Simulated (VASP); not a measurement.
# ZnS (F-43m) in VASP: notebook, part 2 of 2

VASP 6.6.1. The steps go on from the part before.

## Step 4: Relaxation of cell and atoms, PBE

INCAR reads:

```
  ALGO = Normal
  EDIFF = 1E-6
  EDIFFG = -0.005
  ENCUT = 600
  GGA = PE
  IBRION = 2
  ISIF = 3
  ISMEAR = 0
  LASPH = T
  LCHARG = F
  LREAL = F
  LWAVE = F
  NELM = 100
  NSW = 100
  PREC = Accurate
  SIGMA = 0.02
```

KPOINTS reads:

```
k-points
0
Gamma
  10 10 10
```

POSCAR reads:

```
ZnS
1.0
    0.0000000000      2.6936828800      2.6936828800
    2.6936828800      0.0000000000      2.6936828800
    2.6936828800      2.6936828800      0.0000000000
Zn S
1 1
Direct
    0.0000000000      0.0000000000      0.0000000000
    0.7500000000      0.7500000000      0.7500000000
```

Potentials or basis: VASP PAW PBE potentials, release 64 (Zn, S).

Started as:

```sh
cat potpaw_PBE.64/Zn/POTCAR potpaw_PBE.64/S/POTCAR > POTCAR
mpirun -np 1 vasp_std > vasp.out
```

OUTCAR:

```text
EDIFF = 1E-6
   EDIFFG = -0.005
   ENCUT = 600
   GGA = PE
   IBRION = 2
   ISIF = 3
   ISMEAR = 0
   LASPH = T
   LREAL = F
   NELM = 100
   NSW = 100
   PREC = Accurate

 ion  position               nearest neighbor table
   1  0.000  0.000  0.000-   2 2.33   2 2.33   2 2.33   2 2.33
   2  0.750  0.750  0.750-   1 2.33   1 2.33   1 2.33   1 2.33

  LATTYP: Found a face centered cubic cell.
 ALAT       =     5.3873657600

  Lattice vectors:

 A1 = (   0.0000000000,   2.6936828800,   2.6936828800)
 A2 = (   2.6936828800,   0.0000000000,   2.6936828800)
 A3 = (   2.6936828800,   2.6936828800,   0.0000000000)

Analysis of symmetry for initial positions (statically):
=====================================================================
 Subroutine PRICEL returns:
 Original cell was already a primitive cell.

 Routine SETGRP: Setting up the symmetry group for a
 face centered cubic supercell.

 Subroutine GETGRP returns: Found 24 space group operations
 (whereof 24 operations were pure point group operations)
 out of a pool of 48 trial point group operations.

The static configuration has the point symmetry T_d .

Analysis of symmetry for dynamics (positions and initial velocities):
=====================================================================
 Subroutine PRICEL returns:
 Original cell was already a primitive cell.

 Routine SETGRP: Setting up the symmetry group for a
 face centered cubic supercell.

 Subroutine GETGRP returns: Found 24 space group operations
 (whereof 24 operations were pure point group operations)
 out of a pool of 48 trial point group operations.

The dynamic configuration has the point symmetry T_d .

 Subroutine INISYM returns: Found 24 space group operations
 (whereof 24 operations are pure point group operations),
 and found     1 'primitive' translations

----------------------------------------------------------------------------------------

                                     Primitive cell

  volume of cell :      39.0903

  direct lattice vectors                    reciprocal lattice vectors
     0.000000000  2.693682880  2.693682880    -0.185619474  0.185619474  0.185619474
     2.693682880  0.000000000  2.693682880     0.185619474 -0.185619474  0.185619474
     2.693682880  2.693682880  0.000000000     0.185619474  0.185619474 -0.185619474

  length of vectors
     3.809442862  3.809442862  3.809442862     0.321502360  0.321502360  0.321502360

  position of ions in fractional coordinates (direct lattice)
     0.000000000  0.000000000  0.000000000
     0.750000000  0.750000000  0.750000000

  ion indices of the primitive-cell ions
   primitive index   ion index
                 1           1
                 2           2

----------------------------------------------------------------------------------------

 KPOINTS: k-points

Automatic generation of k-mesh.
 Grid dimensions read from file:
 generate k-points for:   10   10   10

 Generating k-lattice:

  Cartesian coordinates                     Fractional coordinates (reciprocal lattice)
    -0.018561947  0.018561947  0.018561947     0.100000000  0.000000000  0.000000000
     0.018561947 -0.018561947  0.018561947     0.000000000  0.100000000  0.000000000
     0.018561947  0.018561947 -0.018561947     0.000000000  0.000000000  0.100000000

  Length of vectors
[... 50 lines left out ...]
   LNONCOLLINEAR =      F non collinear calculations
   LSORBIT =      F    spin-orbit coupling
   LASPH  =      T    aspherical Exc in radial PAW
   ENCUT  =  600.0 eV  44.10 Ry    6.64 a.u.   7.61  7.61  7.61*2*pi/ulx,y,z
   NELM   =    100;   NELMIN=  2; NELMDL= -5     # of ELM steps
   EDIFF  = 0.1E-05   stopping-criterion for ELM
   LREAL  =      F    real-space projection
   EDIFFG = -.5E-02   stopping-criterion for IOM
   NSW    =    100    number of steps for IOM
   IBRION =      2    ionic relax: 0-MD 1-quasi-New 2-CG
   NFREE  =      1    steps in history (QN), initial steepest desc. (CG)
   ISIF   =      3    stress and relaxation
   ISYM   =      2    0-nonsym 1-usesym 2-fastsym
   POTIM  = 0.5000    time-step for ionic-motion
   TEBEG  =    0.0;   TEEND  =   0.0 temperature during run
   PSTRESS=    0.0 pullay stress
   NELECT =      18.0000    total number of electrons
   NUPDOWN=      -1.0000    fix difference up-down
   EMIN   =  10.00;   EMAX   =-10.00  energy-range for DOS
   EFERMI =   0.00;   METHOD = LEGACY
   ISMEAR =     0;   SIGMA  =   0.02  broadening in eV -4-tet -1-fermi 0-gaus
   EFERMI_NEDOS =   21; number of points for ismear=-14 and -15
   IALGO  =     38    algorithm
   IMIX   =      4    mixing-type and parameters
     AMIX     =   0.40;   BMIX     =  1.00
     AMIX_MAG =   1.60;   BMIX_MAG =  1.00
  volume/ion in A,a.u.               =      19.55       131.90
  Fermi-wavevector in a.u.,A,eV,Ry     =   1.264181  2.388955 21.744194  1.598153
  Thomas-Fermi vector in A             =   2.397499
   LORBIT       =      0    0 simple, 1 ext, 2 COOP (PROOUT), +10 PAW based schemes
   GGA     = PE    functional components
   LHFCALC =     F    Hartree Fock is set to
   AEXX    =    0.0000 exact exchange contribution
   IVDW    =     0    specifies the selected vdW correction
   LEPSILON=     F    determine dielectric tensor
   LRPA    =     F    only Hartree local field effects (RPA)
 conjugate gradient relaxation of ions
 non-spin polarized calculation
 Gauss-broadening in eV      SIGMA  =   0.02
  energy-cutoff  :      600.00
  volume of cell :       39.09
 maximum number of plane-waves:      1326
   NGX = 15   NGY = 15   NGZ = 15

--------------------------------------- Ionic step        1  -------------------------------------------

 number of electron      18.0000017 magnetization

 Free energy of the ion-electron system (eV)
  ---------------------------------------------------
  ext. energy  EPLUGINS =         0.00000000
  ---------------------------------------------------
  free energy    TOTEN  =        -6.84249899 eV

  energy without entropy =       -6.84249899  energy(sigma->0) =       -6.84249899

------------------------ aborting loop because EDIFF is reached ----------------------------------------

  FORCE on cell =-STRESS in cart. coord.  units (eV):
  Direction    XX          YY          ZZ          XY          YZ          ZX
  --------------------------------------------------------------------------------------
  -------------------------------------------------------------------------------------
  Total        0.6130405      0.6130405      0.6130405      0.0000000     -0.0000000     -0.0000000
  in kB       25.1264032     25.1264032     25.1264032      0.0000000     -0.0000000     -0.0000000
  external PRESSURE =      25.1264032 kB  Pullay stress =       0.0000000 kB
[... 95 lines left out ...]
--------------------------------------- Ionic step        4  -------------------------------------------

 number of electron      18.0000007 magnetization

 Free energy of the ion-electron system (eV)
  ---------------------------------------------------
  ext. energy  EPLUGINS =         0.00000000
  ---------------------------------------------------
  free energy    TOTEN  =        -6.85236609 eV

  energy without entropy =       -6.85236609  energy(sigma->0) =       -6.85236609

 E-fermi :   2.0271     XC(G=0):  -9.5144

 val. band max:        1.8793695038   @ k =   0.0000   0.0000   0.0000
 cond. band min:       3.8868227332   @ k =   0.0000   0.0000   0.0000
 fundamental gap:      2.0074532294
 Fermi energy:         2.0271073488

 k-point     1 :       0.0000    0.0000    0.0000
  band No.  band energies     occupation
      1     -11.0917      2.00000
      2      -4.3646      2.00000
      3      -4.3646      2.00000
      4      -4.3646      2.00000
      5      -3.8952      2.00000
      6      -3.8952      2.00000
      7       1.8794      2.00000
      8       1.8794      2.00000
      9       1.8794      2.00000
     10       3.8868      0.00000
     11       8.2918      0.00000
     12       8.2918      0.00000
     13       8.2918      0.00000
[... 354 lines left out ...]
  band No.  band energies     occupation
      1     -10.1781      2.00000
      2      -4.3637      2.00000
      3      -4.1323      2.00000
      4      -4.1226      2.00000
      5      -3.8685      2.00000
      6      -3.8419      2.00000
      7      -1.8055      2.00000
      8      -0.0246      2.00000
      9       0.1775      2.00000
     10       5.9791      0.00000
     11       6.5441      0.00000
     12      10.5900      0.00000
     13      11.5351      0.00000

 [... further k-points ...]

------------------------ aborting loop because EDIFF is reached ----------------------------------------

  FORCE on cell =-STRESS in cart. coord.  units (eV):
  Direction    XX          YY          ZZ          XY          YZ          ZX
  --------------------------------------------------------------------------------------
  -------------------------------------------------------------------------------------
  Total       -0.0080755     -0.0080755     -0.0080755     -0.0000000      0.0000000     -0.0000000
  in kB       -0.3199501     -0.3199501     -0.3199501     -0.0000000      0.0000000     -0.0000000
  external PRESSURE =      -0.3199501 kB  Pullay stress =       0.0000000 kB
[... 17 lines left out ...]
  FREE ENERGIE OF THE ION-ELECTRON SYSTEM (eV)
  ---------------------------------------------------
  free  energy   TOTEN  =        -6.8523660865 eV

  energy  without entropy=       -6.8523660865  energy(sigma->0) =       -6.85236609

 reached required accuracy - stopping structural energy minimisation
```

OSZICAR:

```text
N       E                     dE             d eps       ncg     rms          rms(c)
DAV:   1     0.984535009613E+02    0.98454E+02   -0.10163E+04  1222   0.186E+03
DAV:   2     0.101267896994E+00   -0.98352E+02   -0.93570E+02  1277   0.309E+02
DAV:   3    -0.717296373389E+01   -0.72742E+01   -0.72384E+01  1562   0.811E+01
DAV:   4    -0.726882611994E+01   -0.95862E-01   -0.95831E-01  1337   0.988E+00
[... 31 lines left out ...]
DAV:   2    -0.685239021677E+01    0.14849E-03   -0.52755E-04  1452   0.704E-01    0.365E-02
DAV:   3    -0.685237197328E+01    0.18243E-04   -0.20849E-05  1267   0.421E-02    0.164E-02
DAV:   4    -0.685236731110E+01    0.46622E-05   -0.19843E-06  1246   0.229E-02    0.822E-03
DAV:   5    -0.685236610919E+01    0.12019E-05   -0.38770E-07   626   0.172E-02    0.126E-03
DAV:   6    -0.685236608654E+01    0.22643E-07   -0.46753E-07   626   0.927E-03
   4 F= -.68523661E+01 E0= -.68523661E+01  d E =-.986710E-02
```

CONTCAR:

```text
ZnS
   1.00000000000000
     0.0000000000000000    2.7243082999413160    2.7243082999413160
     2.7243082999413160    0.0000000000000000    2.7243082999413160
     2.7243082999413160    2.7243082999413160   -0.0000000000000000
  Zn              S
     1     1
Direct
     0.0000000000000000    0.0000000000000000    0.0000000000000000
     0.7500000000000000    0.7500000000000000    0.7500000000000000

  0.00000000E+00  0.00000000E+00  0.00000000E+00
  0.00000000E+00  0.00000000E+00  0.00000000E+00
```

Run time: 90 s. Hardware: 1 thread of Intel Xeon Platinum 8259CL at 2.50GHz (Skylake/Cascade Lake), shared host; peak memory 0.18 GiB.

Results:

```yaml
Free_energy: -6.8524 eV
Relaxed_volume: 20.22 Å³/atom
Relaxed_cell: a = 3.853 Å, b = 3.853 Å, c = 3.853 Å, α = 60.00°, β = 60.00°, γ = 60.00°
Space_group_after_relaxing_to_0.05_Å: F-43m (No. 216)
Energy_gained_by_relaxing: 4.9 meV/atom
Ionic_steps: 4
Pressure_after_relaxing: 0.0 GPa
Band_gap_on_the_k_mesh: 2.01 eV, direct
```

Step by step:
| step | energy change (eV) | largest force (eV/Å) | pressure (GPa) | volume (Å³) |
| --- | --- | --- | --- | --- |
| 1 | 0.0000 | 0.0000 | 2.51 | 39.09 |
| 2 | -0.0088 | 0.0000 | -0.73 | 40.85 |
| 3 | -0.0099 | 0.0000 | 0.07 | 40.40 |
| 4 | -0.0099 | 0.0000 | -0.03 | 40.44 |

Final structure:
```cif
data_structure
_symmetry_space_group_name_H-M 'P 1'
_symmetry_Int_Tables_number 1
_cell_length_a 3.8528
_cell_length_b 3.8528
_cell_length_c 3.8528
_cell_angle_alpha 60.000
_cell_angle_beta 60.000
_cell_angle_gamma 60.000
_cell_volume 40.44
loop_
_atom_site_label
_atom_site_type_symbol
_atom_site_fract_x
_atom_site_fract_y
_atom_site_fract_z
_atom_site_occupancy
Zn1 Zn 0.00000 0.00000 0.00000 1
S1 S 0.75000 0.75000 0.75000 1
```

Levels at points of the mesh, in eV from the valence-band top:
```csv
k point,band 5,band 6,band 7,band 8,band 9,band 10,band 11,band 12,band 13
"(0.00, 0.00, 0.00)",-5.77,-5.77,0.00,0.00,0.00,2.01,6.41,6.41,6.41
"(0.50, 0.00, 0.00)",-5.75,-5.58,-5.13,-0.83,-0.83,3.26,6.94,6.94,8.78
"(0.50, 0.50, 0.00)",-5.70,-5.57,-4.46,-2.13,-2.13,3.46,4.07,10.81,11.80
```

A hybrid or GW would open this gap; PBE tends to underestimate it.

## Step 5: Single point, PBE

This run uses another cell than the first one, of 20.15 Å³/atom, 1.031 times its volume.

INCAR reads:

```
ALGO = Normal
EDIFF = 1E-6
ENCUT = 520
GGA = PE
ISIF = 2
ISMEAR = 0
LASPH = T
LCHARG = F
LREAL = F
LWAVE = F
NBANDS = 16
NELM = 60
PREC = Accurate
SIGMA = 0.02
```

KPOINTS is that of step 4.

POSCAR reads:

```
ZnS
1.0
    0.0000000000      2.7211543040      2.7211543040
    2.7211543040      0.0000000000      2.7211543040
    2.7211543040      2.7211543040      0.0000000000
Zn S
1 1
Direct
    0.0000000000      0.0000000000      0.0000000000
    0.7500000000      0.7500000000      0.7500000000
```

Potentials or basis: VASP PAW PBE potentials, release 64 (Zn, S).

Started as:

```sh
cat potpaw_PBE.64/Zn/POTCAR potpaw_PBE.64/S/POTCAR > POTCAR
mpirun -np 1 vasp_std > vasp.out
```

OUTCAR:

```text
EDIFF = 1E-6
   ENCUT = 520
   GGA = PE
   ISIF = 2
   ISMEAR = 0
   LASPH = T
   LREAL = F
   NELM = 60
   PREC = Accurate

 ion  position               nearest neighbor table
   1  0.000  0.000  0.000-   2 2.36   2 2.36   2 2.36   2 2.36
   2  0.750  0.750  0.750-   1 2.36   1 2.36   1 2.36   1 2.36

  LATTYP: Found a face centered cubic cell.
 ALAT       =     5.4423086080

  Lattice vectors:

 A1 = (   0.0000000000,   2.7211543040,   2.7211543040)
 A2 = (   2.7211543040,   0.0000000000,   2.7211543040)
 A3 = (   2.7211543040,   2.7211543040,   0.0000000000)

Analysis of symmetry for initial positions (statically):
=====================================================================
 Subroutine PRICEL returns:
 Original cell was already a primitive cell.

 Routine SETGRP: Setting up the symmetry group for a
 face centered cubic supercell.

 Subroutine GETGRP returns: Found 24 space group operations
 (whereof 24 operations were pure point group operations)
 out of a pool of 48 trial point group operations.

The static configuration has the point symmetry T_d .

Analysis of symmetry for dynamics (positions and initial velocities):
[... 162 lines left out ...]
 val. band max:        1.9116692926   @ k =   0.0000   0.0000   0.0000
 cond. band min:       3.9332378807   @ k =   0.0000   0.0000   0.0000
 fundamental gap:      2.0215685881
 Fermi energy:         2.0538918411

 k-point     1 :       0.0000    0.0000    0.0000
  band No.  band energies     occupation
      1     -11.0832      2.00000
      2      -4.3457      2.00000
      3      -4.3457      2.00000
      4      -4.3457      2.00000
      5      -3.8724      2.00000
      6      -3.8724      2.00000
[... 433 lines left out ...]
      3      -4.1116      2.00000
      4      -4.1019      2.00000
      5      -3.8458      2.00000
      6      -3.8186      2.00000
[... 8 lines left out ...]
     15      15.2425      0.00000
     16      17.6187      0.00000

 [... further k-points ...]

------------------------ aborting loop because EDIFF is reached ----------------------------------------

  FORCE on cell =-STRESS in cart. coord.  units (eV):
  Direction    XX          YY          ZZ          XY          YZ          ZX
  --------------------------------------------------------------------------------------
  -------------------------------------------------------------------------------------
  Total        0.0491186      0.0491186      0.0491186      0.0000000      0.0000000      0.0000000
  in kB        1.9528406      1.9528406      1.9528406      0.0000000      0.0000000      0.0000000
  external PRESSURE =       1.9528406 kB  Pullay stress =       0.0000000 kB

 VOLUME and BASIS-vectors are now :
 -----------------------------------------------------------------------------
  energy-cutoff  :      520.00
  volume of cell :       40.30
      direct lattice vectors                 reciprocal lattice vectors
     0.000000000  2.721154304  2.721154304    -0.183745552  0.183745552  0.183745552
     2.721154304  0.000000000  2.721154304     0.183745552 -0.183745552  0.183745552
     2.721154304  2.721154304  0.000000000     0.183745552  0.183745552 -0.183745552

 POSITION                                       TOTAL-FORCE (eV/Angst)
 -----------------------------------------------------------------------------------
      0.00000      0.00000      0.00000        -0.000000     -0.000000      0.000000
      4.08173      4.08173      4.08173         0.000000      0.000000     -0.000000
 -----------------------------------------------------------------------------------
    total drift:                                0.000000      0.000000      0.000000

  FREE ENERGIE OF THE ION-ELECTRON SYSTEM (eV)
  ---------------------------------------------------
  free  energy   TOTEN  =        -6.8525632025 eV

  energy  without entropy=       -6.8525632025  energy(sigma->0) =       -6.85256320
```

stdout:

```text
POSCAR found type information on POSCAR ZnS
 POSCAR found :  2 types and       2 ions
 scaLAPACK will be used
 LDA part: xc-table for (Slater+PW92), standard interpolation
 POSCAR, INCAR and KPOINTS ok, starting setup
 FFT: planning ... GRIDC
 FFT: planning ... GRID_SOFT
 FFT: planning ... GRID
 WAVECAR not read
 entering main loop
```

It took 18 s on 1 thread of AMD EPYC 9R45 (Zen 5), shared host; peak memory 0.15 GiB.

Results:

```
Free energy            : -6.8526 eV
Pressure               : 0.2 GPa
Band gap on the k mesh : 2.02 eV, direct
```

Levels at points of the mesh, in eV from the valence-band top:
| k point | band 5 | band 6 | band 7 | band 8 | band 9 | band 10 | band 11 | band 12 | band 13 | band 14 |
| --- | --- | --- | --- | --- | --- | --- | --- | --- | --- | --- |
| (0.00, 0.00, 0.00) | -5.78 | -5.78 | 0.00 | 0.00 | 0.00 | 2.02 | 6.41 | 6.41 | 6.41 | 11.74 |
| (0.50, 0.00, 0.00) | -5.76 | -5.59 | -5.15 | -0.84 | -0.84 | 3.27 | 6.94 | 6.94 | 8.80 | 12.07 |
| (0.50, 0.50, 0.00) | -5.71 | -5.58 | -4.48 | -2.14 | -2.14 | 3.45 | 4.07 | 10.83 | 11.83 | 11.83 |

A hybrid or GW would open this gap; PBE tends to underestimate it.

## Step 6: Summary

```tsv
task	cell	k mesh	cutoff (eV)	smearing	gap on the mesh (eV)	pressure (GPa)
single point	a = 3.809 Å, angles 60.0°, 2 atoms	6 × 6 × 6	520	gaussian 0.1 eV	2.15	2.5
single point	a = 3.848 Å, angles 60.0°, 2 atoms	10 × 10 × 10	520	gaussian 0.02 eV	2.02	0.2
relaxation of cell and atoms	relaxed from a = 3.809 Å, angles 60.0°, 2 atoms	10 × 10 × 10	600	gaussian 0.02 eV	2.01	0.0
```

Alike in all rows: level PBE; potentials or basis VASP PAW PBE potentials, release 64 (Zn, S); no spin polarisation.

Absolute energies hang on the potentials; compare differences alone.
